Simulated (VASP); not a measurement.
# Ti3Ge2 (Pm-3m) in VASP: further runs, part 3 of 3

VASP 6.6.1. Earlier steps stand in the parts before.

### Step 5. Relaxation of cell and atoms, PBE

This run uses another cell than the first one, of 20.28 Å³/atom, 1.138 times its volume.

INCAR reads:

```
SYSTEM = Ti3Ge2
PREC = Accurate
ENCUT = 600
EDIFF = 1E-6
ISMEAR = 0
SIGMA = 0.1
LREAL = .FALSE.
LASPH = .TRUE.
NELM = 60
ALGO = Fast
ISIF = 3
LWAVE = .FALSE.
LCHARG = .FALSE.
GGA = PE
IBRION = 2
NSW = 100
EDIFFG = -0.01
```

KPOINTS reads:

```
regular mesh
0
G
  8 8 8
  0 0 0
```

POSCAR reads:

```
Ti3Ge2
1.0
    4.6629948712      0.0000000000      0.0000000000
    0.0000000000      4.6629948712      0.0000000000
    0.0000000000      0.0000000000      4.6629948712
Ti Ge
3 2
Direct
    0.5000000000      0.0000000000      0.0000000000
    0.0000000000      0.5000000000      0.0000000000
    0.0000000000      0.0000000000      0.5000000000
    0.0000000000      0.0000000000      0.0000000000
    0.5000000000      0.5000000000      0.5000000000
```

Potentials or basis: VASP PAW PBE potentials, release 64 (Ti_sv, Ge_d).

Started as:

```console
> cat potpaw_PBE.64/Ti_sv/POTCAR potpaw_PBE.64/Ge_d/POTCAR > POTCAR
> mpirun -np 1 vasp_std > vasp.out
```

OUTCAR:

```text
SYSTEM = Ti3Ge2
   PREC = Accurate
   ENCUT = 600
   EDIFF = 1E-6
   ISMEAR = 0
   LREAL = .FALSE.
   LASPH = .TRUE.
   NELM = 60
   ISIF = 3
   GGA = PE
   IBRION = 2
   NSW = 100
   EDIFFG = -0.01

 ion  position               nearest neighbor table
   1  0.500  0.000  0.000-   4 2.33   4 2.33
   2  0.000  0.500  0.000-   4 2.33   4 2.33
   3  0.000  0.000  0.500-   4 2.33   4 2.33
   4  0.000  0.000  0.000-   1 2.33   2 2.33   3 2.33   3 2.33   2 2.33   1 2.33
   5  0.500  0.500  0.500-

  LATTYP: Found a simple cubic cell.
 ALAT       =     4.6629948712

  Lattice vectors:

 A1 = (   4.6629948712,   0.0000000000,   0.0000000000)
 A2 = (   0.0000000000,   4.6629948712,   0.0000000000)
 A3 = (   0.0000000000,   0.0000000000,   4.6629948712)

Analysis of symmetry for initial positions (statically):
=====================================================================
 Subroutine PRICEL returns:
 Original cell was already a primitive cell.

 Routine SETGRP: Setting up the symmetry group for a
 simple cubic supercell.

 Subroutine GETGRP returns: Found 48 space group operations
[... 9 lines left out ...]

 Routine SETGRP: Setting up the symmetry group for a
 simple cubic supercell.

 Subroutine GETGRP returns: Found 48 space group operations
[... 11 lines left out ...]
                                     Primitive cell

  volume of cell :     101.3899

  direct lattice vectors                    reciprocal lattice vectors
     4.662994871  0.000000000  0.000000000     0.214454450  0.000000000  0.000000000
     0.000000000  4.662994871  0.000000000     0.000000000  0.214454450  0.000000000
     0.000000000  0.000000000  4.662994871     0.000000000  0.000000000  0.214454450

  length of vectors
     4.662994871  4.662994871  4.662994871     0.214454450  0.214454450  0.214454450

  position of ions in fractional coordinates (direct lattice)
     0.500000000  0.000000000  0.000000000
     0.000000000  0.500000000  0.000000000
     0.000000000  0.000000000  0.500000000
     0.000000000  0.000000000  0.000000000
     0.500000000  0.500000000  0.500000000

  ion indices of the primitive-cell ions
   primitive index   ion index
                 1           1
                 2           2
                 3           3
                 4           4
                 5           5

----------------------------------------------------------------------------------------

 KPOINTS: regular mesh

Automatic generation of k-mesh.
 Grid dimensions read from file:
 generate k-points for:    8    8    8

 Generating k-lattice:

  Cartesian coordinates                     Fractional coordinates (reciprocal lattice)
     0.026806806  0.000000000  0.000000000     0.125000000  0.000000000  0.000000000
     0.000000000  0.026806806  0.000000000     0.000000000  0.125000000  0.000000000
     0.000000000  0.000000000  0.026806806     0.000000000  0.000000000  0.125000000

  Length of vectors
     0.026806806  0.026806806  0.026806806

  Shift w.r.t. Gamma in fractional coordinates (k-lattice)
     0.000000000  0.000000000  0.000000000

 Subroutine IBZKPT returns following result:
 ===========================================

 Found     35 irreducible k-points:

 Following reciprocal coordinates:
            Coordinates               Weight
  0.000000  0.000000  0.000000      1.000000
  0.125000  0.000000  0.000000      6.000000
  0.250000  0.000000  0.000000      6.000000
  0.375000  0.000000  0.000000      6.000000
  0.500000  0.000000  0.000000      3.000000
  0.125000  0.125000  0.000000     12.000000
[... 16 lines left out ...]
  0.375000  0.375000  0.125000     24.000000
  0.500000  0.375000  0.125000     24.000000
 [... further k-points ...]
   k-points           NKPTS =     35   k-points in BZ     NKDIM =     35   number of bands    NBANDS=     38
   number of dos      NEDOS =    301   number of ions     NIONS =      5
   total plane-waves  NPLWV =  64000
   dimension x,y,z NGX =    40 NGY =   40 NGZ =   40
   dimension x,y,z NGXF=    80 NGYF=   80 NGZF=   80
   ions per type =               3   2
   NGX,Y,Z   is equivalent  to a cutoff of  14.26, 14.26, 14.26 a.u.
   NGXF,Y,Z  is equivalent  to a cutoff of  28.52, 28.52, 28.52 a.u.
 SYSTEM =  Ti3Ge2
   PREC   = accura    normal or accurate (medium, high low for compatibility)
   ISTART =      0    job   : 0-new  1-cont  2-samecut
   ICHARG =      2    charge: 1-file 2-atom 10-const
   ISPIN  =      1    spin polarized calculation?
   LNONCOLLINEAR =      F non collinear calculations
   LSORBIT =      F    spin-orbit coupling
   LASPH  =      T    aspherical Exc in radial PAW
   ENCUT  =  600.0 eV  44.10 Ry    6.64 a.u.   9.31  9.31  9.31*2*pi/ulx,y,z
   NELM   =     60;   NELMIN=  2; NELMDL= -5     # of ELM steps
   EDIFF  = 0.1E-05   stopping-criterion for ELM
   LREAL  =      F    real-space projection
   EDIFFG = -.1E-01   stopping-criterion for IOM
   NSW    =    100    number of steps for IOM
   IBRION =      2    ionic relax: 0-MD 1-quasi-New 2-CG
   NFREE  =      1    steps in history (QN), initial steepest desc. (CG)
   ISIF   =      3    stress and relaxation
   ISYM   =      2    0-nonsym 1-usesym 2-fastsym
   POTIM  = 0.5000    time-step for ionic-motion
   TEBEG  =    0.0;   TEEND  =   0.0 temperature during run
   PSTRESS=    0.0 pullay stress
   NELECT =      64.0000    total number of electrons
   NUPDOWN=      -1.0000    fix difference up-down
   EMIN   =  10.00;   EMAX   =-10.00  energy-range for DOS
   EFERMI =   0.00;   METHOD = LEGACY
   ISMEAR =     0;   SIGMA  =   0.10  broadening in eV -4-tet -1-fermi 0-gaus
   EFERMI_NEDOS =   21; number of points for ismear=-14 and -15
   IALGO  =     68    algorithm
   IMIX   =      4    mixing-type and parameters
     AMIX     =   0.40;   BMIX     =  1.00
     AMIX_MAG =   1.60;   BMIX_MAG =  1.00
  volume/ion in A,a.u.               =      20.28       136.84
  Fermi-wavevector in a.u.,A,eV,Ry     =   1.404332  2.653803 26.832719  1.972149
  Thomas-Fermi vector in A             =   2.526905
   LORBIT       =      0    0 simple, 1 ext, 2 COOP (PROOUT), +10 PAW based schemes
   GGA     = PE    functional components
   LHFCALC =     F    Hartree Fock is set to
   AEXX    =    0.0000 exact exchange contribution
   IVDW    =     0    specifies the selected vdW correction
   LEPSILON=     F    determine dielectric tensor
   LRPA    =     F    only Hartree local field effects (RPA)
 conjugate gradient relaxation of ions
 non-spin polarized calculation
 RMM-DIIS sequential band-by-band and
 Gauss-broadening in eV      SIGMA  =   0.10
  energy-cutoff  :      600.00
  volume of cell :      101.39
 maximum number of plane-waves:      3415
 NGX is ok and might be reduce to    40
   NGX = 19   NGY = 19   NGZ = 19

--------------------------------------- Ionic step        1  -------------------------------------------

 number of electron      63.9999995 magnetization

 Free energy of the ion-electron system (eV)
  ---------------------------------------------------
  ext. energy  EPLUGINS =         0.00000000
  ---------------------------------------------------
  free energy    TOTEN  =       -30.96951935 eV

  energy without entropy =      -30.94384333  energy(sigma->0) =      -30.95668134

------------------------ aborting loop EDIFF was not reached (unconverged)  ----------------------------

  FORCE on cell =-STRESS in cart. coord.  units (eV):
  Direction    XX          YY          ZZ          XY          YZ          ZX
  --------------------------------------------------------------------------------------
  -------------------------------------------------------------------------------------
  Total        0.1036180      0.1036180      0.1036180      0.0000000     -0.0000000      0.0000000
  in kB        1.6373852      1.6373852      1.6373852      0.0000000     -0.0000000      0.0000000
  external PRESSURE =       1.6373852 kB  Pullay stress =       0.0000000 kB
[... 180 lines left out ...]
  energy  without entropy=      -30.9441941765  energy(sigma->0) =      -30.95725567

--------------------------------------- Ionic step        6  -------------------------------------------

 number of electron      63.9999983 magnetization

 Free energy of the ion-electron system (eV)
  ---------------------------------------------------
  ext. energy  EPLUGINS =         0.00000000
  ---------------------------------------------------
  free energy    TOTEN  =       -30.97052819 eV

  energy without entropy =      -30.94451426  energy(sigma->0) =      -30.95752123

 E-fermi :   6.4836     XC(G=0): -10.6427

 val. band max:        6.4798076719   @ k =   0.5000   0.5000   0.2500
 cond. band min:       6.4895088742   @ k =   0.5000   0.2500   0.0000
 fundamental gap:      0.0097012023
 Fermi energy:         6.4836340702

 k-point     1 :       0.0000    0.0000    0.0000
  band No.  band energies     occupation
      1     -50.8807      2.00000
      2     -50.8540      2.00000
      3     -50.8540      2.00000
      4     -27.2203      2.00000
      5     -27.2203      2.00000
      6     -27.2203      2.00000
[... 973 lines left out ...]
     37       7.7652      0.00000
     38       8.7331      0.00000

 [... further k-points ...]

------------------------ aborting loop because EDIFF is reached ----------------------------------------

  FORCE on cell =-STRESS in cart. coord.  units (eV):
  Direction    XX          YY          ZZ          XY          YZ          ZX
  --------------------------------------------------------------------------------------
  -------------------------------------------------------------------------------------
  Total       -0.0136075     -0.0136075     -0.0136075      0.0000000      0.0000000     -0.0000000
  in kB       -0.2137199     -0.2137199     -0.2137199      0.0000000      0.0000000     -0.0000000
  external PRESSURE =      -0.2137199 kB  Pullay stress =       0.0000000 kB
[... 20 lines left out ...]
  FREE ENERGIE OF THE ION-ELECTRON SYSTEM (eV)
  ---------------------------------------------------
  free  energy   TOTEN  =       -30.9705281895 eV

  energy  without entropy=      -30.9445142642  energy(sigma->0) =      -30.95752123

 reached required accuracy - stopping structural energy minimisation
```

It took 29 min on 1 thread of Intel Xeon 6975P-C (Granite Rapids), shared host; peak memory 0.35 GiB.

Results:

```yaml
Free_energy: -30.9705 eV
Relaxed_volume: 20.40 Å³/atom
Relaxed_cell: a = 4.672 Å, b = 4.672 Å, c = 4.672 Å, α = 90.00°, β = 90.00°, γ = 90.00°
Space_group_after_relaxing_to_0.05_Å: Pm-3m (No. 221)
Energy_gained_by_relaxing: 0.2 meV/atom
Ionic_steps: 6
Pressure_after_relaxing: 0.0 GPa
Band_gap_on_the_k_mesh: zero (band 32 reaches 6.58 eV, above the bottom of band 33 at 6.25 eV)
```

The path:
| step | energy change (eV) | largest force (eV/Å) | pressure (GPa) | volume (Å³) |
| --- | --- | --- | --- | --- |
| 1 | 0.0000 | 0.0000 | 0.16 | 101.39 |
| 2 | -0.0008 | 0.0000 | 0.14 | 101.69 |
| 3 | 0.0001 | 0.0000 | -0.53 | 102.61 |
| 4 | -0.0002 | 0.0000 | 0.16 | 101.89 |
| 5 | -0.0008 | 0.0000 | -0.30 | 102.25 |
| 6 | -0.0010 | 0.0000 | -0.02 | 102.01 |

Final structure:
```cif
data_structure
_symmetry_space_group_name_H-M 'P 1'
_symmetry_Int_Tables_number 1
_cell_length_a 4.6725
_cell_length_b 4.6725
_cell_length_c 4.6725
_cell_angle_alpha 90.000
_cell_angle_beta 90.000
_cell_angle_gamma 90.000
_cell_volume 102.01
loop_
_atom_site_label
_atom_site_type_symbol
_atom_site_fract_x
_atom_site_fract_y
_atom_site_fract_z
_atom_site_occupancy
Ti1 Ti 0.50000 0.00000 0.00000 1
Ti2 Ti 0.00000 0.50000 0.00000 1
Ti3 Ti 0.00000 0.00000 0.50000 1
Ge1 Ge 0.00000 0.00000 0.00000 1
Ge2 Ge 0.50000 0.50000 0.50000 1
```

Levels at points of the mesh, in eV from the Fermi level:
| k point | band 28 | band 29 | band 30 | band 31 | band 32 | band 33 | band 34 | band 35 | band 36 | band 37 |
| --- | --- | --- | --- | --- | --- | --- | --- | --- | --- | --- |
| (0.00, 0.00, 0.00) | -1.29 | -1.29 | -1.29 | -1.18 | -1.18 | 0.55 | 0.93 | 1.11 | 1.39 | 1.57 |
| (0.50, 0.00, 0.00) | -2.17 | -1.74 | -1.74 | -1.05 | -0.31 | 0.31 | 0.56 | 1.21 | 1.22 | 2.05 |
| (0.50, 0.50, 0.00) | -1.93 | -1.93 | -1.66 | -0.25 | -0.25 | 0.21 | 0.21 | 0.82 | 1.06 | 2.34 |
| (0.50, 0.50, 0.50) | -2.20 | -2.20 | -2.20 | 0.08 | 0.08 | 0.08 | 0.14 | 0.14 | 0.14 | 0.80 |

### Step 6. The runs side by side

```tsv
task	cell	k mesh	cutoff (eV)	gap on the mesh (eV)	pressure (GPa)	relaxed volume (Å³/atom)
single point	a = 4.467 Å, 5 atoms	4 × 4 × 4	520	none	15.2	-
single point	a = 4.663 Å, 5 atoms	4 × 4 × 4	520	none	0.4	-
relaxation of cell and atoms	relaxed from a = 4.467 Å, 5 atoms	4 × 4 × 4	600	none	-0.1	20.40
relaxation of cell and atoms	relaxed from a = 4.663 Å, 5 atoms	8 × 8 × 8	600	none	0.0	20.40
```

Alike in all rows: level PBE; potentials or basis VASP PAW PBE potentials, release 64 (Ti_sv, Ge_d); no spin polarisation; smearing gaussian 0.1 eV.

Total energies depend on the potentials used, so only differences within one code and one set of settings carry meaning.
